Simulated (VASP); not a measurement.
Runs of VASP 6.6.1 on BiSe3. The structure is that of space group Pm-3m (No. 221), or close to it. The cells are those of the table. 

```tsv
task	cell	k mesh	cutoff (eV)	gap on the mesh (eV)	pressure (GPa)
single point	a = 4.533 Å, 4 atoms	10 × 10 × 10	520	none	0.0
single point	a = 4.743 Å, 4 atoms	4 × 4 × 4	520	none	(a)
single point	a = 4.548 Å, 4 atoms	4 × 4 × 4	520	none	-0.3
relaxation of cell and atoms	relaxed from a = 4.743 Å, 4 atoms	4 × 4 × 4	600	none	0.0
```

Alike in all rows: level r2SCAN; potentials or basis VASP PAW PBE potentials, release 64 (Bi_d, Se); no spin polarisation; smearing gaussian 0.1 eV.

Question: Fill in the values left out.

Answer: (a) -6.4.

Caveats: the PAW data sets were made with another functional, which shifts forces and pressure a little; spin-orbit coupling is left out, which moves the levels of the heavy elements; the cell stands under tension (at least some runs).

A k mesh can miss the band edges, and the runs leave out spin-orbit coupling on Bi, Se.

A gap of «none» marks levels without a gap at the run's occupations.
